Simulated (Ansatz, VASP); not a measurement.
**Rb: VASP beside Ansatz**

```xyz
1
Lattice="-2.7872 2.7872 2.7872 2.7872 -2.7872 2.7872 2.7872 2.7872 -2.7872" Properties=species:S:1:pos:R:3 pbc="T T T"
Rb    0.0000    0.0000    0.0000
```

Change from the starting cell: volume scaled by 0.98, crystal datasets.

Alike in both runs: task electric field gradients; functional PBEsol; k mesh 8 × 8 × 8; occupations fermi-dirac, width 0.05 eV; no spin polarisation.

|  | VASP | Ansatz |
| --- | --- | --- |
| version | VASP 6.6.1 | Ansatz 0.2.0 |
| potentials or method | VASP PAW PBE potentials, release 64 (Rb_sv), cutoff 520 eV | all-electron PAW with datasets made for the crystal, scalar-relativistic |

|  | VASP | Ansatz | Ansatz less VASP |
| --- | --- | --- | --- |
| pressure (GPa) | 0.0 | 0.0 | 0.00 |

VASP's potentials were made for PBE, not for PBEsol. Ansatz ran all-electron here, and VASP with PAW potentials.
